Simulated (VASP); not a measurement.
# CdS (F-43m) in VASP: single point with HSE06

Aim: the single point of CdS with HSE06.

Everything below comes from runs of VASP 6.6.1. Logs are shortened: lines on timing, memory, paths and dates and some standing lists are left out, and cuts for length are marked.

## (1) The cell of the first run

It takes space group F-43m (No. 216, cubic). The conventional cell has a = 5.878 Å, b = 5.878 Å, c = 5.878 Å, α = 90.00°, β = 90.00°, γ = 90.00°. Cd (site symmetry -43m) has 4 S at 2.55 Å within 3.4 Å. S (site symmetry -43m) has 4 Cd at 2.55 Å within 3.4 Å.

## (2) Single point, HSE06

POSCAR reads:

```
CdS
1.0
    0.0000000000      2.9392148416      2.9392148416
    2.9392148416      0.0000000000      2.9392148416
    2.9392148416      2.9392148416      0.0000000000
Cd S
1 1
Direct
    0.0000000000      0.0000000000      0.0000000000
    0.2500000000      0.2500000000      0.2500000000
```

INCAR.step1 reads:

```
  PREC = Accurate
  ENCUT = 520
  EDIFF = 1E-5
  ISMEAR = 0
  SIGMA = 0.01
  LREAL = F
  LASPH = T
  NELM = 60
  ALGO = Normal
  ISIF = 2
  LWAVE = T
  LCHARG = F
  NBANDS = 16
  GGA = PE
```

INCAR.step2 reads:

```
  PREC = Accurate
  ENCUT = 520
  EDIFF = 1E-7
  ISMEAR = 0
  SIGMA = 0.01
  LREAL = F
  LASPH = T
  NELM = 60
  ALGO = Normal
  ISIF = 2
  LWAVE = F
  LCHARG = F
  GGA = PE
  LHFCALC = T
  HFSCREEN = 0.2079
  PRECFOCK = Normal
  NBANDS = 16
  ISTART = 1
```

KPOINTS reads:

```
regular mesh
0
Gamma
  6 6 6
```

Potentials or basis: VASP PAW PBE potentials, release 64 (Cd, S).

Launch:

```console
$ cat potpaw_PBE.64/Cd/POTCAR potpaw_PBE.64/S/POTCAR > POTCAR
$ cp INCAR.step1 INCAR
$ mpirun -np 1 vasp_std > vasp.out
$ cp INCAR.step2 INCAR
$ mpirun -np 1 vasp_std > vasp.out
```

OUTCAR:

```text
PREC = Accurate
   ENCUT = 520
   EDIFF = 1E-7
   ISMEAR = 0
   LREAL = F
   LASPH = T
   NELM = 60
   ISIF = 2
   GGA = PE
   LHFCALC = T
   HFSCREEN = 0.2079
   PRECFOCK = Normal
   ISTART = 1

 ion  position               nearest neighbor table
   1  0.000  0.000  0.000-   2 2.55   2 2.55   2 2.55   2 2.55
   2  0.250  0.250  0.250-   1 2.55   1 2.55   1 2.55   1 2.55

  LATTYP: Found a face centered cubic cell.
 ALAT       =     5.8784296832

  Lattice vectors:

 A1 = (   0.0000000000,   2.9392148416,   2.9392148416)
 A2 = (   2.9392148416,   0.0000000000,   2.9392148416)
 A3 = (   2.9392148416,   2.9392148416,   0.0000000000)

Analysis of symmetry for initial positions (statically):
=====================================================================
 Subroutine PRICEL returns:
 Original cell was already a primitive cell.

 Routine SETGRP: Setting up the symmetry group for a
 face centered cubic supercell.

 Subroutine GETGRP returns: Found 24 space group operations
 (whereof 24 operations were pure point group operations)
 out of a pool of 48 trial point group operations.

The static configuration has the point symmetry T_d .

Analysis of symmetry for dynamics (positions and initial velocities):
=====================================================================
 Subroutine PRICEL returns:
 Original cell was already a primitive cell.

 Routine SETGRP: Setting up the symmetry group for a
 face centered cubic supercell.

 Subroutine GETGRP returns: Found 24 space group operations
 (whereof 24 operations were pure point group operations)
 out of a pool of 48 trial point group operations.

The dynamic configuration has the point symmetry T_d .

 Subroutine INISYM returns: Found 24 space group operations
 (whereof 24 operations are pure point group operations),
 and found     1 'primitive' translations

----------------------------------------------------------------------------------------

                                     Primitive cell

  volume of cell :      50.7837

  direct lattice vectors                    reciprocal lattice vectors
     0.000000000  2.939214842  2.939214842    -0.170113458  0.170113458  0.170113458
     2.939214842  0.000000000  2.939214842     0.170113458 -0.170113458  0.170113458
     2.939214842  2.939214842  0.000000000     0.170113458  0.170113458 -0.170113458

  length of vectors
     4.156677492  4.156677492  4.156677492     0.294645152  0.294645152  0.294645152

  position of ions in fractional coordinates (direct lattice)
     0.000000000  0.000000000  0.000000000
     0.250000000  0.250000000  0.250000000

  ion indices of the primitive-cell ions
   primitive index   ion index
                 1           1
                 2           2

----------------------------------------------------------------------------------------

 KPOINTS: regular mesh

Automatic generation of k-mesh.
 Grid dimensions read from file:
 generate k-points for:    6    6    6

 Generating k-lattice:

  Cartesian coordinates                     Fractional coordinates (reciprocal lattice)
    -0.028352243  0.028352243  0.028352243     0.166666667  0.000000000  0.000000000
     0.028352243 -0.028352243  0.028352243     0.000000000  0.166666667  0.000000000
     0.028352243  0.028352243 -0.028352243     0.000000000  0.000000000  0.166666667

  Length of vectors
     0.049107525  0.049107525  0.049107525

  Shift w.r.t. Gamma in fractional coordinates (k-lattice)
     0.000000000  0.000000000  0.000000000

 Subroutine IBZKPT returns following result:
 ===========================================

 Found     16 irreducible k-points:

 Following reciprocal coordinates:
            Coordinates               Weight
  0.000000  0.000000  0.000000      1.000000
  0.166667  0.000000  0.000000      8.000000
  0.333333  0.000000  0.000000      8.000000
  0.500000  0.000000  0.000000      4.000000
  0.166667  0.166667  0.000000      6.000000
  0.333333  0.166667  0.000000     24.000000
[... 8 lines left out ...]
 -0.333333  0.333333  0.166667     24.000000
 -0.333333  0.500000  0.166667     12.000000
   k-points           NKPTS =     16   k-points in BZ     NKDIM =    216   number of bands    NBANDS=     16
   number of dos      NEDOS =    301   number of ions     NIONS =      2
   total plane-waves  NPLWV =  32768
   dimension x,y,z NGX =    32 NGY =   32 NGZ =   32
   dimension x,y,z NGXF=    64 NGYF=   64 NGZF=   64
   ions per type =               1   1
   NGX,Y,Z   is equivalent  to a cutoff of  12.80, 12.80, 12.80 a.u.
   NGXF,Y,Z  is equivalent  to a cutoff of  25.60, 25.60, 25.60 a.u.
 SYSTEM =  unknown system
   PREC   = accura    normal or accurate (medium, high low for compatibility)
   ISTART =      1    job   : 0-new  1-cont  2-samecut
   ICHARG =      0    charge: 1-file 2-atom 10-const
   ISPIN  =      1    spin polarized calculation?
   LNONCOLLINEAR =      F non collinear calculations
   LSORBIT =      F    spin-orbit coupling
   LASPH  =      T    aspherical Exc in radial PAW
   ENCUT  =  520.0 eV  38.22 Ry    6.18 a.u.   7.73  7.73  7.73*2*pi/ulx,y,z
   NELM   =     60;   NELMIN=  2; NELMDL=  0     # of ELM steps
   EDIFF  = 0.1E-06   stopping-criterion for ELM
   LREAL  =      F    real-space projection
   EDIFFG = 0.1E-05   stopping-criterion for IOM
   NSW    =      0    number of steps for IOM
   IBRION =     -1    ionic relax: 0-MD 1-quasi-New 2-CG
   NFREE  =      0    steps in history (QN), initial steepest desc. (CG)
   ISIF   =      2    stress and relaxation
   ISYM   =      3    0-nonsym 1-usesym 2-fastsym
   POTIM  = 0.5000    time-step for ionic-motion
   TEBEG  =    0.0;   TEEND  =   0.0 temperature during run
   PSTRESS=    0.0 pullay stress
   NELECT =      18.0000    total number of electrons
   NUPDOWN=      -1.0000    fix difference up-down
   EMIN   =  10.00;   EMAX   =-10.00  energy-range for DOS
   EFERMI =   0.00;   METHOD = LEGACY
   ISMEAR =     0;   SIGMA  =   0.01  broadening in eV -4-tet -1-fermi 0-gaus
   EFERMI_NEDOS =   21; number of points for ismear=-14 and -15
   IALGO  =     38    algorithm
   IMIX   =      1    mixing-type and parameters
     AMIX     =   0.40;   BMIX     =  1.00
     AMIX_MAG =   1.60;   BMIX_MAG =  1.00
  volume/ion in A,a.u.               =      25.39       171.35
  Fermi-wavevector in a.u.,A,eV,Ry     =   1.158575  2.189390 18.263062  1.342297
  Thomas-Fermi vector in A             =   2.295176
   LORBIT       =      0    0 simple, 1 ext, 2 COOP (PROOUT), +10 PAW based schemes
   GGA     = PE    functional components
   LHFCALC =     T    Hartree Fock is set to
   PRECFOCK=normal    Normal, Fast or Accurate (Low or Medium for compatibility)
   ENCUT4O =  -1.0   cutoff for four orbital integrals eV
   NKREDX  =     1    reduce k-point grid by
   NKREDY  =     1    reduce k-point grid by
   NKREDZ  =     1    reduce k-point grid by
   AEXX    =    0.2500 exact exchange contribution
   HFSCREEN=    0.2079 screening length (either q_TF or 0.3 A-1)
   HFSCREENC=   0.2079 screening length for correlation (either q_TF or 0.3 A-1)
   ENCUTFOCK=  -1.0 apply spherical cutoff to Coloumb kernel
   IVDW    =     0    specifies the selected vdW correction
   LEPSILON=     F    determine dielectric tensor
   LRPA    =     F    only Hartree local field effects (RPA)
 non-spin polarized calculation
 Gauss-broadening in eV      SIGMA  =   0.01
  energy-cutoff  :      520.00
  volume of cell :       50.78
 maximum number of plane-waves:      1381
  NGX = 24; NGY = 24; NGZ = 24

 number of electron      18.0000005 magnetization

 Free energy of the ion-electron system (eV)
  ---------------------------------------------------
  ext. energy  EPLUGINS =         0.00000000
  ---------------------------------------------------
  free energy    TOTEN  =        -7.62039430 eV

  energy without entropy =       -7.62039430  energy(sigma->0) =       -7.62039430

 E-fermi :   0.5633     XC(G=0):  -7.5070

 val. band max:        0.4713014987   @ k =   0.0000   0.0000   0.0000
 cond. band min:       2.5812568511   @ k =   0.0000   0.0000   0.0000
 fundamental gap:      2.1099553523
 Fermi energy:         0.5632978430

 k-point     1 :       0.0000    0.0000    0.0000
  band No.  band energies     occupation
      1     -12.9428      2.00000
      2      -8.3080      2.00000
      3      -8.3080      2.00000
      4      -8.3080      2.00000
      5      -7.8554      2.00000
      6      -7.8554      2.00000
[... 8 lines left out ...]
     15      13.2198      0.00000
     16      13.2198      0.00000

 k-point     2 :       0.1667    0.0000    0.0000
  band No.  band energies     occupation
      1     -12.8342      2.00000
      2      -8.2726      2.00000
      3      -8.2726      2.00000
      4      -8.1965      2.00000
      5      -7.8562      2.00000
      6      -7.8562      2.00000
[... 8 lines left out ...]
     15      12.3530      0.00000
     16      13.4172      0.00000

 k-point     3 :       0.3333    0.0000    0.0000
  band No.  band energies     occupation
      1     -12.6182      2.00000
      2      -8.2143      2.00000
      3      -8.2143      2.00000
      4      -7.8414      2.00000
      5      -7.8414      2.00000
      6      -7.8148      2.00000
[... 8 lines left out ...]
     15      12.8205      0.00000
     16      12.8205      0.00000

 k-point     4 :       0.5000    0.0000    0.0000
  band No.  band energies     occupation
      1     -12.5123      2.00000
      2      -8.1936      2.00000
      3      -8.1936      2.00000
      4      -7.8235      2.00000
      5      -7.8235      2.00000
      6      -7.4602      2.00000
[... 8 lines left out ...]
     15      14.3877      0.00000
     16      14.3877      0.00000
[... 172 lines left out ...]
 k-point    14 :       0.5000    0.3333    0.1667
  band No.  band energies     occupation
      1     -12.4819      2.00000
      2      -8.1304      2.00000
      3      -8.1178      2.00000
      4      -7.9378      2.00000
      5      -7.8201      2.00000
      6      -7.5287      2.00000
[... 8 lines left out ...]
     15      14.7972      0.00000
     16      15.1065      0.00000

 k-point    15 :      -0.3333    0.3333    0.1667
  band No.  band energies     occupation
      1     -12.4152      2.00000
      2      -8.1228      2.00000
      3      -8.0855      2.00000
      4      -7.8945      2.00000
      5      -7.8386      2.00000
      6      -7.2817      2.00000
[... 8 lines left out ...]
     15      14.2097      0.00000
     16      15.2017      0.00000

 k-point    16 :      -0.3333    0.5000    0.1667
  band No.  band energies     occupation
      1     -12.3825      2.00000
      2      -8.0776      2.00000
      3      -8.0578      2.00000
      4      -7.9306      2.00000
      5      -7.8176      2.00000
      6      -7.2490      2.00000
[... 8 lines left out ...]
     15      15.0602      0.00000
     16      15.1052      0.00000

------------------------ aborting loop because EDIFF is reached ----------------------------------------

  FORCE on cell =-STRESS in cart. coord.  units (eV):
  Direction    XX          YY          ZZ          XY          YZ          ZX
  --------------------------------------------------------------------------------------
  -------------------------------------------------------------------------------------
  Total        0.1655037      0.1655037      0.1655037      0.0000000      0.0000000      0.0000000
  in kB        5.2214895      5.2214895      5.2214895      0.0000000      0.0000000      0.0000000
  external PRESSURE =       5.2214895 kB  Pullay stress =       0.0000000 kB

 VOLUME and BASIS-vectors are now :
 -----------------------------------------------------------------------------
  energy-cutoff  :      520.00
  volume of cell :       50.78
      direct lattice vectors                 reciprocal lattice vectors
     0.000000000  2.939214842  2.939214842    -0.170113458  0.170113458  0.170113458
     2.939214842  0.000000000  2.939214842     0.170113458 -0.170113458  0.170113458
     2.939214842  2.939214842  0.000000000     0.170113458  0.170113458 -0.170113458

 POSITION                                       TOTAL-FORCE (eV/Angst)
 -----------------------------------------------------------------------------------
      0.00000      0.00000      0.00000         0.000000     -0.000000     -0.000000
      1.46961      1.46961      1.46961        -0.000000      0.000000      0.000000
 -----------------------------------------------------------------------------------
    total drift:                                0.000025      0.000027      0.000018

  FREE ENERGIE OF THE ION-ELECTRON SYSTEM (eV)
  ---------------------------------------------------
  free  energy   TOTEN  =        -7.6203943014 eV

  energy  without entropy=       -7.6203943014  energy(sigma->0) =       -7.62039430
```

It took 47 min on 1 thread of AMD EPYC 7R13 (Zen 3), shared host; peak memory 0.27 GiB.

Results:

| Quantity | Value |
| --- | --- |
| Free energy | -7.6204 eV |
| Pressure | 0.5 GPa |
| Band gap on the k mesh | 2.11 eV |

Caveat: the structure was generated, so it needn't be the stable form of CdS; the PAW data sets were made with another functional, which shifts forces and pressure a little.
